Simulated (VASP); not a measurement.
# Rh (Fm-3m) in VASP: further runs

The runs below take Rh through single point, with LDA.

Program: VASP 6.6.1. These are calculated values, not measurements. Logs are shortened: lines on timing, memory, paths and dates and some standing lists are left out, and cuts for length are marked.

## Step 1: The cell of the first run

Symmetry: Fm-3m, No. 225, cubic system. Conventional cell: a = 3.301 Å, b = 3.301 Å, c = 3.301 Å, α = 90.00°, β = 90.00°, γ = 90.00°. Within 3.1 Å of Rh (site symmetry m-3m) lie 12 Rh at 2.33 Å.

## Step 2: Single point, LDA (volume scaled by 0.68)

Input file INCAR:

```
SYSTEM = Rh
ALGO = Normal ; EDIFF = 1E-6
ENCUT = 500 ; GGA_COMPAT = .FALSE.
ISIF = 2 ; ISMEAR = -1
LASPH = .TRUE. ; LCHARG = .FALSE.
LREAL = .FALSE. ; LWAVE = .FALSE.
NBANDS = 14 ; NELM = 120
PREC = Accurate ; SIGMA = 0.05
```

Input file KPOINTS:

```
k-points
0
G
  17 17 17
  0 0 0
```

Input file POSCAR:

```
Rh
1.0
    0.0000000000      1.6504199311      1.6504199311
    1.6504199311      0.0000000000      1.6504199311
    1.6504199311      1.6504199311      0.0000000000
Rh
1
Direct
    0.0000000000      0.0000000000      0.0000000000
```

Potentials or basis: VASP PAW LDA potentials, release 64 (Rh_pv).

Started as:

```console
> cat potpaw_LDA.64/Rh_pv/POTCAR > POTCAR
> mpirun -np 1 vasp_std > vasp.out
```

OUTCAR:

```text
SYSTEM = Rh
   EDIFF = 1E-6
   ENCUT = 500
   ISIF = 2
   ISMEAR = -1
   LASPH = .TRUE.
   LREAL = .FALSE.
   NELM = 120
   PREC = Accurate

 ion  position               nearest neighbor table
   1  0.000  0.000  0.000-

  LATTYP: Found a face centered cubic cell.
 ALAT       =     3.3008398622

  Lattice vectors:

 A1 = (   0.0000000000,   1.6504199311,   1.6504199311)
 A2 = (   1.6504199311,   0.0000000000,   1.6504199311)
 A3 = (   1.6504199311,   1.6504199311,   0.0000000000)

Analysis of symmetry for initial positions (statically):
=====================================================================
 Subroutine PRICEL returns:
 Original cell was already a primitive cell.

 Routine SETGRP: Setting up the symmetry group for a
 face centered cubic supercell.

 Subroutine GETGRP returns: Found 48 space group operations
 (whereof 48 operations were pure point group operations)
 out of a pool of 48 trial point group operations.

The static configuration has the point symmetry O_h .

Analysis of symmetry for dynamics (positions and initial velocities):
=====================================================================
 Subroutine PRICEL returns:
 Original cell was already a primitive cell.

 Routine SETGRP: Setting up the symmetry group for a
 face centered cubic supercell.

 Subroutine GETGRP returns: Found 48 space group operations
 (whereof 48 operations were pure point group operations)
 out of a pool of 48 trial point group operations.

The dynamic configuration has the point symmetry O_h .

 Subroutine INISYM returns: Found 48 space group operations
 (whereof 48 operations are pure point group operations),
 and found     1 'primitive' translations

----------------------------------------------------------------------------------------

                                     Primitive cell

  volume of cell :       8.9911

  direct lattice vectors                    reciprocal lattice vectors
     0.000000000  1.650419931  1.650419931    -0.302953200  0.302953200  0.302953200
     1.650419931  0.000000000  1.650419931     0.302953200 -0.302953200  0.302953200
     1.650419931  1.650419931  0.000000000     0.302953200  0.302953200 -0.302953200

  length of vectors
     2.334046250  2.334046250  2.334046250     0.524730335  0.524730335  0.524730335

  position of ions in fractional coordinates (direct lattice)
     0.000000000  0.000000000  0.000000000

  ion indices of the primitive-cell ions
   primitive index   ion index
                 1           1

----------------------------------------------------------------------------------------

 KPOINTS: k-points

[... 73 lines left out ...]
   ISIF   =      2    stress and relaxation
   ISYM   =      2    0-nonsym 1-usesym 2-fastsym
   POTIM  = 0.5000    time-step for ionic-motion
   TEBEG  =    0.0;   TEEND  =   0.0 temperature during run
   PSTRESS=    0.0 pullay stress
   NELECT =      15.0000    total number of electrons
   NUPDOWN=      -1.0000    fix difference up-down
   EMIN   =  10.00;   EMAX   =-10.00  energy-range for DOS
   EFERMI =   0.00;   METHOD = LEGACY
   ISMEAR =    -1;   SIGMA  =   0.05  broadening in eV -4-tet -1-fermi 0-gaus
   EFERMI_NEDOS =   21; number of points for ismear=-14 and -15
   IALGO  =     38    algorithm
   IMIX   =      4    mixing-type and parameters
     AMIX     =   0.40;   BMIX     =  1.00
     AMIX_MAG =   1.60;   BMIX_MAG =  1.00
  volume/ion in A,a.u.               =       8.99        60.68
  Fermi-wavevector in a.u.,A,eV,Ry     =   1.941634  3.669157 51.293204  3.769944
  Thomas-Fermi vector in A             =   2.971239
   LORBIT       =      0    0 simple, 1 ext, 2 COOP (PROOUT), +10 PAW based schemes
   GGA     = CA    functional components
   LHFCALC =     F    Hartree Fock is set to
   AEXX    =    0.0000 exact exchange contribution
   IVDW    =     0    specifies the selected vdW correction
   LEPSILON=     F    determine dielectric tensor
   LRPA    =     F    only Hartree local field effects (RPA)
 non-spin polarized calculation
  energy-cutoff  :      500.00
  volume of cell :        8.99
 maximum number of plane-waves:       259
 NGX is ok and might be reduce to    18
   NGX =  9   NGY =  9   NGZ =  9

 number of electron      15.0000000 magnetization

 Free energy of the ion-electron system (eV)
  ---------------------------------------------------
  ext. energy  EPLUGINS =         0.00000000
  ---------------------------------------------------
  free energy    TOTEN  =        -5.75762666 eV

  energy without entropy =       -5.75374598  energy(sigma->0) =       -5.75568632

 E-fermi :  21.5481     XC(G=0): -17.2188

 val. band max:       21.5153607971   @ k =   0.4118   0.2353   0.0588
 cond. band min:      21.5492211114   @ k =   0.3529   0.0588   0.0000
 fundamental gap:      0.0338603143
 Fermi energy:        21.5481324226

 k-point     1 :       0.0000    0.0000    0.0000
  band No.  band energies     occupation
      1     -25.4209      2.00000
      2     -25.4209      2.00000
      3     -25.4209      2.00000
      4      10.3046      2.00000
      5      15.5734      2.00000
      6      15.5734      2.00000
      7      15.5734      2.00000
      8      19.6451      2.00000
      9      19.6451      2.00000
     10      35.9108      0.00000
     11      40.7419      0.00000
     12      44.0943      0.00000
     13      44.0943      0.00000
     14      44.0943      0.00000
[... 377 lines left out ...]
      1     -26.0238      2.00000
      2     -25.5722      2.00000
      3     -25.4662      2.00000
      4      11.5349      2.00000
      5      14.8969      2.00000
      6      16.0906      2.00000
      7      16.2161      2.00000
      8      18.9127      2.00000
      9      19.7374      2.00000
     10      38.2283      0.00000
     11      40.7327      0.00000
     12      41.0107      0.00000
     13      45.4672      0.00000
     14      46.9436      0.00000

 [... further k-points ...]
[... 5 lines left out ...]
  --------------------------------------------------------------------------------------
  -------------------------------------------------------------------------------------
  Total       17.9670228     17.9670228     17.9670228      0.0000000     -0.0000000      0.0000000
  in kB     3201.6461086   3201.6461086   3201.6461086      0.0000000     -0.0000000      0.0000000
  external PRESSURE =    3201.6461086 kB  Pullay stress =       0.0000000 kB

 VOLUME and BASIS-vectors are now :
 -----------------------------------------------------------------------------
  energy-cutoff  :      500.00
  volume of cell :        8.99
      direct lattice vectors                 reciprocal lattice vectors
     0.000000000  1.650419931  1.650419931    -0.302953200  0.302953200  0.302953200
     1.650419931  0.000000000  1.650419931     0.302953200 -0.302953200  0.302953200
     1.650419931  1.650419931  0.000000000     0.302953200  0.302953200 -0.302953200

 POSITION                                       TOTAL-FORCE (eV/Angst)
 -----------------------------------------------------------------------------------
      0.00000      0.00000      0.00000         0.000000     -0.000000     -0.000000
 -----------------------------------------------------------------------------------
    total drift:                                0.000000      0.000000     -0.000000

  FREE ENERGIE OF THE ION-ELECTRON SYSTEM (eV)
  ---------------------------------------------------
  free  energy   TOTEN  =        -5.7576266634 eV

  energy  without entropy=       -5.7537459846  energy(sigma->0) =       -5.75568632
```

It took 17 s on 1 thread of Intel Xeon 8259CL, shared host; peak memory 0.13 GiB.

What came out:

```yaml
Free_energy: -5.7576 eV
Pressure: 320.2 GPa
```

## Step 3: Single point, LDA (volume scaled by 0.76)

Input file INCAR:

```
  ALGO = Normal
  EDIFF = 1E-6
  ENCUT = 500
  GGA_COMPAT = F
  ISIF = 2
  ISMEAR = -1
  LASPH = T
  LCHARG = F
  LREAL = F
  LWAVE = F
  NBANDS = 14
  NELM = 120
  PREC = Accurate
  SIGMA = 0.05
```

Input file KPOINTS:

```
k-points
0
Gamma
  17 17 17
```

Input file POSCAR:

```
Rh
1.0
    0.0000000000      1.7127580586      1.7127580586
    1.7127580586      0.0000000000      1.7127580586
    1.7127580586      1.7127580586      0.0000000000
Rh
1
Direct
    0.0000000000      0.0000000000      0.0000000000
```

Potentials or basis: VASP PAW LDA potentials, release 64 (Rh_pv).

Started as:

```console
> cat potpaw_LDA.64/Rh_pv/POTCAR > POTCAR
> mpirun -np 1 vasp_std > vasp.out
```

OUTCAR:

```text
EDIFF = 1E-6
   ENCUT = 500
   ISIF = 2
   ISMEAR = -1
   LASPH = T
   LREAL = F
   NELM = 120
   PREC = Accurate

 ion  position               nearest neighbor table
   1  0.000  0.000  0.000-

  LATTYP: Found a face centered cubic cell.
 ALAT       =     3.4255161172

  Lattice vectors:

 A1 = (   0.0000000000,   1.7127580586,   1.7127580586)
 A2 = (   1.7127580586,   0.0000000000,   1.7127580586)
 A3 = (   1.7127580586,   1.7127580586,   0.0000000000)

Analysis of symmetry for initial positions (statically):
=====================================================================
 Subroutine PRICEL returns:
 Original cell was already a primitive cell.

 Routine SETGRP: Setting up the symmetry group for a
 face centered cubic supercell.

 Subroutine GETGRP returns: Found 48 space group operations
 (whereof 48 operations were pure point group operations)
 out of a pool of 48 trial point group operations.

The static configuration has the point symmetry O_h .

Analysis of symmetry for dynamics (positions and initial velocities):
=====================================================================
 Subroutine PRICEL returns:
 Original cell was already a primitive cell.

 Routine SETGRP: Setting up the symmetry group for a
 face centered cubic supercell.

 Subroutine GETGRP returns: Found 48 space group operations
 (whereof 48 operations were pure point group operations)
 out of a pool of 48 trial point group operations.

The dynamic configuration has the point symmetry O_h .

 Subroutine INISYM returns: Found 48 space group operations
 (whereof 48 operations are pure point group operations),
 and found     1 'primitive' translations

----------------------------------------------------------------------------------------

[... 108 lines left out ...]
   IMIX   =      4    mixing-type and parameters
     AMIX     =   0.40;   BMIX     =  1.00
     AMIX_MAG =   1.60;   BMIX_MAG =  1.00
  volume/ion in A,a.u.               =      10.05        67.81
  Fermi-wavevector in a.u.,A,eV,Ry     =   1.870966  3.535613 47.627382  3.500514
  Thomas-Fermi vector in A             =   2.916667
   LORBIT       =      0    0 simple, 1 ext, 2 COOP (PROOUT), +10 PAW based schemes
   GGA     = CA    functional components
   LHFCALC =     F    Hartree Fock is set to
   AEXX    =    0.0000 exact exchange contribution
   IVDW    =     0    specifies the selected vdW correction
   LEPSILON=     F    determine dielectric tensor
   LRPA    =     F    only Hartree local field effects (RPA)
 non-spin polarized calculation
  energy-cutoff  :      500.00
  volume of cell :       10.05
 maximum number of plane-waves:       268
 NGX is ok and might be reduce to    18
   NGX =  9   NGY =  9   NGZ =  9

 number of electron      15.0000007 magnetization

 Free energy of the ion-electron system (eV)
  ---------------------------------------------------
  ext. energy  EPLUGINS =         0.00000000
  ---------------------------------------------------
  free energy    TOTEN  =        -7.35209831 eV

  energy without entropy =       -7.34754010  energy(sigma->0) =       -7.34981921

 E-fermi :  18.5698     XC(G=0): -16.4359

 val. band max:       18.5338764457   @ k =   0.4118   0.2353   0.0588
 cond. band min:      18.5936604762   @ k =   0.3529   0.0588   0.0000
 fundamental gap:      0.0597840304
 Fermi energy:        18.5698243057

 k-point     1 :       0.0000    0.0000    0.0000
  band No.  band energies     occupation
      1     -28.1736      2.00000
      2     -28.1736      2.00000
      3     -28.1736      2.00000
      4       8.1368      2.00000
      5      13.5243      2.00000
      6      13.5243      2.00000
      7      13.5243      2.00000
      8      16.9718      2.00000
      9      16.9718      2.00000
     10      33.6113      0.00000
     11      38.0743      0.00000
     12      40.9872      0.00000
     13      40.9872      0.00000
     14      40.9872      0.00000
[... 377 lines left out ...]
      1     -28.5958      2.00000
      2     -28.2806      2.00000
      3     -28.2069      2.00000
      4       9.2500      2.00000
      5      12.9397      2.00000
      6      13.9734      2.00000
      7      14.0612      2.00000
      8      16.3827      2.00000
      9      17.0633      2.00000
     10      35.5847      0.00000
     11      37.9413      0.00000
     12      38.0950      0.00000
     13      42.0850      0.00000
     14      43.4605      0.00000

 [... further k-points ...]
[... 5 lines left out ...]
  --------------------------------------------------------------------------------------
  -------------------------------------------------------------------------------------
  Total       10.9729416     10.9729416     10.9729416      0.0000000      0.0000000     -0.0000000
  in kB     1749.5066484   1749.5066484   1749.5066484      0.0000000      0.0000000     -0.0000000
  external PRESSURE =    1749.5066484 kB  Pullay stress =       0.0000000 kB

 VOLUME and BASIS-vectors are now :
 -----------------------------------------------------------------------------
  energy-cutoff  :      500.00
  volume of cell :       10.05
      direct lattice vectors                 reciprocal lattice vectors
     0.000000000  1.712758059  1.712758059    -0.291926812  0.291926812  0.291926812
     1.712758059  0.000000000  1.712758059     0.291926812 -0.291926812  0.291926812
     1.712758059  1.712758059  0.000000000     0.291926812  0.291926812 -0.291926812

 POSITION                                       TOTAL-FORCE (eV/Angst)
 -----------------------------------------------------------------------------------
      0.00000      0.00000      0.00000         0.000000      0.000000      0.000000
 -----------------------------------------------------------------------------------
    total drift:                                0.000000     -0.000000      0.000000

  FREE ENERGIE OF THE ION-ELECTRON SYSTEM (eV)
  ---------------------------------------------------
  free  energy   TOTEN  =        -7.3520983136 eV

  energy  without entropy=       -7.3475400985  energy(sigma->0) =       -7.34981921
```

stdout:

```text
POSCAR found type information on POSCAR Rh
 POSCAR found :  1 types and       1 ions
 scaLAPACK will be used
 LDA part: xc-table for (Slater(with rela. corr.)+CA(PZ))
 , standard interpolation
 POSCAR, INCAR and KPOINTS ok, starting setup
 FFT: planning ... GRIDC
 FFT: planning ... GRID_SOFT
 FFT: planning ... GRID
 WAVECAR not read
 entering main loop
```

It took 30 s on 1 thread of Intel Xeon 8259CL, shared host; peak memory 0.13 GiB.

Results:

| Quantity | Value |
| --- | --- |
| Free energy | -7.3521 eV |
| Pressure | 175.0 GPa |

Levels at points of the mesh, in eV from the Fermi level:
```
           k point  band 5  band 6  band 7  band 8  band 9  band 10
(0.00, 0.00, 0.00)   -5.05   -5.05   -5.05   -1.60   -1.60    15.04
```

[end of part 1 of 2]
